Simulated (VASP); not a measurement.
# B65N63 (a cell with a defect) in VASP: single point with r2SCAN

Aim: the single point of B65N63 (a cell with a defect) with r2SCAN.

Everything below comes from runs of VASP 6.6.1. Logs are shortened: lines on timing, memory, paths and dates and some standing lists are left out, and cuts for length are marked.

### 1 The cell of the first run

The cell holds a defect, 128 atoms: a = 9.953 Å, b = 9.953 Å, c = 12.991 Å, α = 90.00°, β = 90.00°, γ = 120.00°.

### 2 Single point, r2SCAN

Input file POSCAR:

```
B65N63
1.0
    9.9533750459      0.0000000000      0.0000000000
   -4.9766875230      8.6198756432      0.0000000000
    0.0000000000      0.0000000000     12.9909657524
B N
65 63
Direct
    0.0835679411      0.1667479693      0.1246393920
    0.1656288152      0.0825012362      0.3740238211
    0.0822894814      0.1652089874      0.6177812357
    0.1667912821      0.0840606357      0.8807983094
    0.0836483405      0.4166689371      0.1240022031
    0.1657875595      0.3325942615      0.3758937560
[... 120 lines left out ...]
    0.8338434981      0.9174524749      0.8809371990
    0.9164115459      0.8321660255      0.6179421553
```

Input file INCAR.step1:

```
PREC     = Accurate       # precision mode
ENCUT    = 580            # plane-wave cutoff, eV
ISMEAR   = -1             # smearing method
SIGMA    = 0.01           # smearing width, eV
LREAL    = Auto         
LASPH    = True           # aspherical terms in the spheres
NELM     = 120            # most SCF steps
NBANDS   = 325            # bands
NELECT   = 512.0        
GGA      = PE             # functional
ALGO     = Normal         # electronic algorithm
EDIFF    = 1E-5           # SCF threshold, eV
LWAVE    = True           # write WAVECAR
LCHARG   = False          # write CHGCAR
GGA_COMPAT= False        
NCORE    = 4
```

Input file INCAR.step2:

```
PREC     = Accurate       # precision mode
ENCUT    = 580            # plane-wave cutoff, eV
EDIFF    = 1E-6           # SCF threshold, eV
ISMEAR   = -1             # smearing method
SIGMA    = 0.01           # smearing width, eV
LREAL    = Auto         
LASPH    = True           # aspherical terms in the spheres
NELM     = 120            # most SCF steps
ALGO     = Normal         # electronic algorithm
ISIF     = 2              # what is computed and relaxed
LWAVE    = False          # write WAVECAR
LCHARG   = True           # write CHGCAR
METAGGA  = R2SCAN         # meta-GGA
LMIXTAU  = True         
LELF     = True           # ELF
LVHAR    = True         
NBANDS   = 325            # bands
NELECT   = 512.0        
ISTART   = 1            
GGA_COMPAT= False        
NCORE    = 4
```

Input file KPOINTS:

```
Automatic mesh
0
Gamma
  1 1 1
  0.25 0.25 0.25
```

Potentials or basis: VASP PAW PBE potentials, release 64 (B, N).

Command:

```console
cat potpaw_PBE.64/B/POTCAR potpaw_PBE.64/N/POTCAR > POTCAR
cp INCAR.step1 INCAR
mpirun -np 4 vasp_std > vasp.out
cp INCAR.step2 INCAR
mpirun -np 4 vasp_std > vasp.out
```

OUTCAR:

```text
PREC = Accurate
   ENCUT = 580
   EDIFF = 1E-6
   ISMEAR = -1
   LREAL = Auto
   LASPH = True
   NELM = 120
   ISIF = 2
   METAGGA = R2SCAN
   NELECT = 512.0
   ISTART = 1

 ion  position               nearest neighbor table
   1  0.084  0.167  0.125-  71 1.44  67 1.44 114 1.44
   2  0.166  0.083  0.374-  66 1.44  82 1.44  78 1.44
   3  0.082  0.165  0.618-  73 1.42 116 1.44  69 1.44
   4  0.167  0.084  0.881-  68 1.43  84 1.43  80 1.44
   5  0.084  0.417  0.124-  71 1.44  75 1.44 118 1.44
   6  0.166  0.333  0.376-  86 1.44  70 1.44  66 1.44
[... 19 lines left out ...]
  26  0.416  0.582  0.378-  90 1.44 105 1.44  86 1.44
  27  0.331  0.667  0.647-  96 1.47  77 1.47  29 1.59
  28  0.417  0.584  0.836-  92 1.53 107 1.53  88 1.53  29 1.84
  29  0.416  0.582  0.694-  23 1.59  44 1.59  27 1.59  28 1.84
  30  0.334  0.917  0.125-  94 1.43  83 1.44  79 1.44
  31  0.416  0.832  0.376-  90 1.44  93 1.44 109 1.44
  32  0.333  0.915  0.618-  96 1.42  85 1.44  81 1.44
  33  0.415  0.832  0.877-  92 1.41  95 1.45 111 1.45
  34  0.584  0.167  0.125-  98 1.44 102 1.44  83 1.44
  35  0.666  0.082  0.374- 109 1.44  97 1.44 113 1.44
[... 91 lines left out ...]
 127  0.834  0.917  0.881-  65 1.43  53 1.43  49 1.45
 128  0.916  0.832  0.618-  15 1.43  64 1.44  60 1.44

  LATTYP: Found a hexagonal cell.
 ALAT       =     9.9533750459
 C/A-ratio  =     1.3051819802

  Lattice vectors:

 A1 = (   9.9533750459,   0.0000000000,   0.0000000000)
 A2 = (  -4.9766875230,   8.6198756432,   0.0000000000)
 A3 = (   0.0000000000,   0.0000000000,  12.9909657524)

Analysis of symmetry for initial positions (statically):
=====================================================================
 Subroutine PRICEL returns:
 Original cell was already a primitive cell.

 Routine SETGRP: Setting up the symmetry group for a
 hexagonal supercell.

 Subroutine GETGRP returns: Found  1 space group operations
 (whereof  1 operations were pure point group operations)
 out of a pool of 24 trial point group operations.

The static configuration has the point symmetry C_1 .

Analysis of symmetry for dynamics (positions and initial velocities):
=====================================================================
 Subroutine PRICEL returns:
 Original cell was already a primitive cell.

 Routine SETGRP: Setting up the symmetry group for a
 hexagonal supercell.

 Subroutine GETGRP returns: Found  1 space group operations
 (whereof  1 operations were pure point group operations)
 out of a pool of 24 trial point group operations.

The dynamic configuration has the point symmetry C_1 .

 Subroutine INISYM returns: Found  1 space group operations
 (whereof  1 operations are pure point group operations),
 and found     1 'primitive' translations

----------------------------------------------------------------------------------------

                                     Primitive cell

  volume of cell :    1114.5840

  direct lattice vectors                    reciprocal lattice vectors
     9.953375046  0.000000000  0.000000000     0.100468434  0.058005477  0.000000000
    -4.976687523  8.619875643  0.000000000     0.000000000  0.116010954  0.000000000
     0.000000000  0.000000000 12.990965752     0.000000000  0.000000000  0.076976571

  length of vectors
     9.953375046  9.953375046 12.990965752     0.116010954  0.116010954  0.076976571

  position of ions in fractional coordinates (direct lattice)
     0.083567941  0.166747969  0.124639392
     0.165628815  0.082501236  0.374023821
     0.082289481  0.165208987  0.617781236
     0.166791282  0.084060636  0.880798309
     0.083648340  0.416668937  0.124002203
     0.165787559  0.332594261  0.375893756
[... 120 lines left out ...]
     0.833843498  0.917452475  0.880937199
     0.916411546  0.832166026  0.617942155

  ion indices of the primitive-cell ions
   primitive index   ion index
                 1           1
                 2           2
                 3           3
                 4           4
                 5           5
                 6           6
[... 84 lines left out ...]
                91          91
                92          92
   k-points           NKPTS =      6   k-points in BZ     NKDIM =      6   number of bands    NBANDS=    325
   number of dos      NEDOS =    301   number of ions     NIONS =    128
   total plane-waves  NPLWV = 691200
   dimension x,y,z NGX =    80 NGY =   80 NGZ =  108
   dimension x,y,z NGXF=   160 NGYF=  160 NGZF=  216
   ions per type =              65  63
   NGX,Y,Z   is equivalent  to a cutoff of  13.36, 13.36, 13.82 a.u.
   NGXF,Y,Z  is equivalent  to a cutoff of  26.72, 26.72, 27.64 a.u.
 SYSTEM =  unknown system
   PREC   = accura    normal or accurate (medium, high low for compatibility)
   ISTART =      1    job   : 0-new  1-cont  2-samecut
   ICHARG =      0    charge: 1-file 2-atom 10-const
   ISPIN  =      1    spin polarized calculation?
   LNONCOLLINEAR =      F non collinear calculations
   LSORBIT =      F    spin-orbit coupling
   LASPH  =      T    aspherical Exc in radial PAW
   ENCUT  =  580.0 eV  42.63 Ry    6.53 a.u.  19.55 19.55 25.51*2*pi/ulx,y,z
   NELM   =    120;   NELMIN=  2; NELMDL=  0     # of ELM steps
   EDIFF  = 0.1E-05   stopping-criterion for ELM
   LREAL  =      T    real-space projection
   EDIFFG = 0.1E-04   stopping-criterion for IOM
   NSW    =      0    number of steps for IOM
   IBRION =     -1    ionic relax: 0-MD 1-quasi-New 2-CG
   NFREE  =      0    steps in history (QN), initial steepest desc. (CG)
   ISIF   =      2    stress and relaxation
   ISYM   =      2    0-nonsym 1-usesym 2-fastsym
   POTIM  = 0.5000    time-step for ionic-motion
   TEBEG  =    0.0;   TEEND  =   0.0 temperature during run
   PSTRESS=    0.0 pullay stress
   NELECT =     512.0000    total number of electrons
   NUPDOWN=      -1.0000    fix difference up-down
   EMIN   =  10.00;   EMAX   =-10.00  energy-range for DOS
   EFERMI =   0.00;   METHOD = LEGACY
   ISMEAR =    -1;   SIGMA  =   0.01  broadening in eV -4-tet -1-fermi 0-gaus
   EFERMI_NEDOS =   21; number of points for ismear=-14 and -15
   IALGO  =     38    algorithm
   IMIX   =      4    mixing-type and parameters
     AMIX     =   0.40;   BMIX     =  1.00
     AMIX_MAG =   1.60;   BMIX_MAG =  1.00
  volume/ion in A,a.u.               =       8.71        58.76
  Fermi-wavevector in a.u.,A,eV,Ry     =   1.263166  2.387038 21.709310  1.595589
  Thomas-Fermi vector in A             =   2.396537
   LORBIT       =      0    0 simple, 1 ext, 2 COOP (PROOUT), +10 PAW based schemes
   METAGGA = R2SCAN    functional components
   LHFCALC =     F    Hartree Fock is set to
   AEXX    =    0.0000 exact exchange contribution
   IVDW    =     0    specifies the selected vdW correction
   LEPSILON=     F    determine dielectric tensor
   LRPA    =     F    only Hartree local field effects (RPA)
 non-spin polarized calculation
  energy-cutoff  :      580.00
  volume of cell :     1114.58
 maximum number of plane-waves:     35336
 NGX is ok and might be reduce to    80
   NGX = 39   NGY = 39   NGZ = 51

 number of electron     511.9999963 magnetization

 Free energy of the ion-electron system (eV)
  ---------------------------------------------------
  ext. energy  EPLUGINS =         0.00000000
  ---------------------------------------------------
  free energy    TOTEN  =     -1215.56034482 eV

  energy without entropy =    -1215.56034482  energy(sigma->0) =    -1215.56034482

 E-fermi :   4.9642     XC(G=0): -10.9668

 val. band max:        4.6858697671   @ k =   0.2500   0.5000   0.2500
 cond. band min:       6.9886050023   @ k =  -0.2500  -0.2500   0.2500
 fundamental gap:      2.3027352352
 Fermi energy:         4.9642296315

 k-point     1 :       0.2500    0.2500    0.2500
  band No.  band energies     occupation
      1     -16.8708      2.00000
      2     -16.7016      2.00000
      3     -16.5716      2.00000
      4     -16.5358      2.00000
      5     -16.4061      2.00000
      6     -16.3763      2.00000
[... 260 lines left out ...]
    267       7.9701      0.00000
    268       8.1234      0.00000

 k-point     2 :      -0.2500    0.5000    0.2500
  band No.  band energies     occupation
      1     -16.8709      2.00000
      2     -16.7017      2.00000
      3     -16.5712      2.00000
      4     -16.5362      2.00000
      5     -16.4053      2.00000
      6     -16.3769      2.00000
[... 260 lines left out ...]
    267       7.9685      0.00000
    268       8.1208      0.00000

 k-point     3 :       0.5000    0.2500    0.2500
  band No.  band energies     occupation
      1     -16.8709      2.00000
      2     -16.7017      2.00000
      3     -16.5714      2.00000
      4     -16.5360      2.00000
      5     -16.4056      2.00000
      6     -16.3767      2.00000
[... 260 lines left out ...]
    267       7.9755      0.00000
    268       8.1180      0.00000

 k-point     4 :      -0.2500   -0.2500    0.2500
  band No.  band energies     occupation
      1     -16.8708      2.00000
      2     -16.7016      2.00000
      3     -16.5716      2.00000
      4     -16.5358      2.00000
      5     -16.4061      2.00000
      6     -16.3763      2.00000
[... 260 lines left out ...]
    267       7.9721      0.00000
    268       8.1223      0.00000

 k-point     5 :       0.2500    0.5000    0.2500
  band No.  band energies     occupation
      1     -16.8709      2.00000
      2     -16.7017      2.00000
      3     -16.5712      2.00000
      4     -16.5362      2.00000
      5     -16.4053      2.00000
      6     -16.3769      2.00000
[... 260 lines left out ...]
    267       7.9704      0.00000
    268       8.1203      0.00000

 k-point     6 :       0.5000   -0.2500    0.2500
  band No.  band energies     occupation
      1     -16.8709      2.00000
      2     -16.7017      2.00000
      3     -16.5714      2.00000
      4     -16.5360      2.00000
      5     -16.4056      2.00000
      6     -16.3767      2.00000
[... 260 lines left out ...]
    267       7.9753      0.00000
    268       8.1183      0.00000
 [bands above 268 left out]

------------------------ aborting loop because EDIFF is reached ----------------------------------------

  FORCE on cell =-STRESS in cart. coord.  units (eV):
  Direction    XX          YY          ZZ          XY          YZ          ZX
  --------------------------------------------------------------------------------------
  -------------------------------------------------------------------------------------
  Total       67.9591813     67.7923516     28.4425212     -0.1807850      0.0570450     -0.0451416
  in kB       97.6890561     97.4492441     40.8851754     -0.2598723      0.0820003     -0.0648895
  external PRESSURE =      78.6744919 kB  Pullay stress =       0.0000000 kB

 VOLUME and BASIS-vectors are now :
 -----------------------------------------------------------------------------
  energy-cutoff  :      580.00
  volume of cell :     1114.58
      direct lattice vectors                 reciprocal lattice vectors
     9.953375046  0.000000000  0.000000000     0.100468434  0.058005477  0.000000000
    -4.976687523  8.619875643  0.000000000     0.000000000  0.116010954  0.000000000
     0.000000000  0.000000000 12.990965752     0.000000000  0.000000000  0.076976571

 POSITION                                       TOTAL-FORCE (eV/Angst)
 -----------------------------------------------------------------------------------
      0.00193      1.43735      1.61919        -0.022838      0.027661      0.003109
      1.23798      0.71115      4.85893         0.016280     -0.011256     -0.006056
     -0.00314      1.42408      8.02557        -0.041333      0.080518      0.025658
      1.24179      0.72459     11.44242         0.020970      0.021335      0.000002
     -1.24105      3.59163      1.61091        -0.011332      0.019167      0.001646
     -0.00507      2.86692      4.88322         0.033264     -0.008792     -0.000725
[... 120 lines left out ...]
      3.73368      7.90833     11.44422        -0.003529      0.046281      0.002570
      4.97996      7.17317      8.02767         0.049833     -0.018040     -0.013603
 -----------------------------------------------------------------------------------
    total drift:                               -0.019739     -0.008112      0.052131

  FREE ENERGIE OF THE ION-ELECTRON SYSTEM (eV)
  ---------------------------------------------------
  free  energy   TOTEN  =     -1215.5603448158 eV

  energy  without entropy=    -1215.5603448158  energy(sigma->0) =    -1215.56034482
```

Run time: 1.9 h. Hardware: 4 MPI ranks of AMD EPYC 7R43 (Zen 3), shared host; peak memory 0.69 GiB.

What came out:

```yaml
Free_energy: -1215.5603 eV
Largest_force: 0.245 eV/Å
```

Forces on the atoms (eV/Å):
```
B   -0.023  0.028  0.003
B    0.016 -0.011 -0.006
B   -0.041  0.081  0.026
B    0.021  0.021  0.000
B   -0.011  0.019  0.002
B    0.033 -0.009 -0.001
B    0.022  0.031 -0.003
B    0.105  0.045 -0.008
B   -0.005  0.009  0.004
B    0.033 -0.015  0.000
B    0.027 -0.052  0.022
B    0.123  0.009 -0.015
B   -0.020  0.020  0.003
B    0.020 -0.022 -0.008
B   -0.015  0.021  0.002
B    0.025 -0.021  0.001
B   -0.033  0.024  0.005
B    0.016 -0.013 -0.005
B   -0.005  0.095  0.013
B    0.001 -0.016 -0.014
B   -0.031  0.036  0.003
B    0.017 -0.002  0.006
B   -0.033  0.048  0.018
B   -0.069  0.070 -0.020
B   -0.004 -0.003 -0.004
B    0.027 -0.017  0.004
B    0.014 -0.009  0.006
B    0.011 -0.020 -0.121
B    0.026 -0.012 -0.153
B   -0.018  0.003  0.004
B    0.028 -0.030  0.002
B    0.059  0.005  0.024
B    0.040 -0.135 -0.017
B   -0.027  0.008  0.007
B    0.024 -0.026  0.004
B   -0.015  0.015  0.006
B    0.010 -0.028  0.000
B   -0.040  0.017  0.007
B    0.012 -0.008  0.006
B   -0.068  0.045  0.018
B    0.011 -0.003 -0.005
B   -0.048  0.000 -0.004
B    0.009 -0.013  0.002
B   -0.051  0.007  0.013
B   -0.082  0.010 -0.019
B   -0.027  0.000  0.006
B    0.022 -0.030  0.000
B   -0.014 -0.033 -0.003
B    0.019 -0.106 -0.008
B   -0.019  0.018  0.000
B    0.023 -0.023 -0.005
B   -0.039  0.020  0.011
B    0.050 -0.010 -0.013
B   -0.015  0.015  0.005
B    0.027 -0.015  0.002
B   -0.016 -0.001  0.003
B    0.041  0.015  0.001
B   -0.029  0.013  0.009
B    0.013 -0.013 -0.004
B   -0.069 -0.036  0.013
B    0.027 -0.001 -0.012
B   -0.028  0.018  0.008
B    0.009 -0.022 -0.005
B   -0.073  0.005  0.022
B    0.000 -0.033 -0.002
N   -0.019  0.008  0.008
N    0.024 -0.021 -0.005
N   -0.045 -0.028 -0.003
N    0.040 -0.047 -0.017
N   -0.029  0.010  0.001
N    0.019 -0.023 -0.007
N   -0.068  0.010  0.021
N   -0.028 -0.103 -0.084
N   -0.025  0.020  0.005
N    0.009 -0.012 -0.003
N   -0.053  0.016 -0.007
N   -0.100  0.001  0.033
N   -0.017  0.017  0.008
N    0.020 -0.012 -0.004
N    0.005 -0.003 -0.008
N   -0.009  0.004  0.002
N   -0.016  0.004  0.002
N    0.026 -0.012 -0.011
N   -0.002 -0.034  0.008
N    0.007 -0.026 -0.048
N   -0.023  0.006 -0.013
N    0.034 -0.023 -0.001
N   -0.014 -0.160  0.095
N    0.094 -0.129  0.028
N   -0.031  0.022 -0.013
N    0.027 -0.014  0.019
N   -0.177  0.124  0.116
N   -0.025  0.020  0.004
N    0.019  0.000 -0.004
N   -0.031  0.045 -0.010
N   -0.048  0.086  0.030
N   -0.022  0.014 -0.002
N    0.024 -0.010 -0.004
N   -0.004  0.008  0.007
N    0.002  0.028 -0.009
N   -0.011  0.009 -0.003
N    0.022 -0.013 -0.003
N   -0.010  0.007  0.006
N    0.049 -0.029  0.003
N   -0.013  0.022 -0.015
N    0.037 -0.013 -0.004
N    0.119  0.094  0.079
N    0.143 -0.025  0.019
N   -0.021  0.026 -0.001
N    0.027 -0.004 -0.006
N   -0.039  0.050  0.022
N    0.066  0.075 -0.081
N   -0.021  0.016  0.003
N    0.019 -0.017 -0.002
N   -0.027  0.009 -0.001
N    0.040 -0.029  0.081
N   -0.019  0.014 -0.002
N    0.017 -0.018 -0.002
N   -0.017  0.004  0.000
N   -0.024 -0.014 -0.018
N   -0.009  0.019  0.004
N    0.018 -0.015 -0.008
N    0.020  0.025  0.014
N    0.023  0.009 -0.039
N   -0.013  0.020  0.007
N    0.024 -0.014 -0.008
N   -0.004  0.046  0.003
N    0.050 -0.018 -0.014
```

Levels at points of the mesh, in eV from the Fermi level:
```csv
k point,band 252,band 253,band 254,band 255,band 256,band 257,band 258,band 259,band 260,band 261
"(0.25, 0.25, 0.25)",-2.34,-2.25,-0.52,-0.48,-0.28,2.02,2.26,2.28,2.34,2.46
```

Caveat: the cell carries a net charge on a neutralising background, which shifts energy and pressure; the cell is charged against a uniform background, so pressure and absolute levels hang on convention; the PAW data sets were made with another functional, which shifts forces and pressure a little.
